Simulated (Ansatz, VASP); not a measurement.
## One calculation of Mg2Sn, two programs

```
Sn Mg
1.0
     0.00000    3.37994    3.37994
     3.37994    0.00000    3.37994
     3.37994    3.37994    0.00000
Sn Mg
1 2
Direct
  0.00000 0.00000 0.00000
  0.25000 0.25000 0.25000
  0.75000 0.75000 0.75000
```

Alike in both runs: task single point; functional PBE; k mesh 6 × 6 × 6; occupations fermi-dirac, width 0.02 eV; no spin polarisation.

|  | VASP | Ansatz |
| --- | --- | --- |
| version | VASP 6.6.1 | Ansatz 0.2.0 |
| potentials or method | VASP PAW PBE potentials, release 64 (Sn_d, Mg) | plane waves, PAW |
| plane-wave cutoff (eV) | 600 | 420 |
| valence electrons in the cell | 18 | 34 |

|  | VASP | Ansatz | Ansatz less VASP |
| --- | --- | --- | --- |
| pressure (GPa) | 1.1 | 1.1 | -0.02 |

The functional is the same, so the differences come from potentials, cutoffs and numerics. VASP's potentials hold 18 valence electrons a cell and Ansatz's 34, so a difference there can come from the potentials and not from the codes.
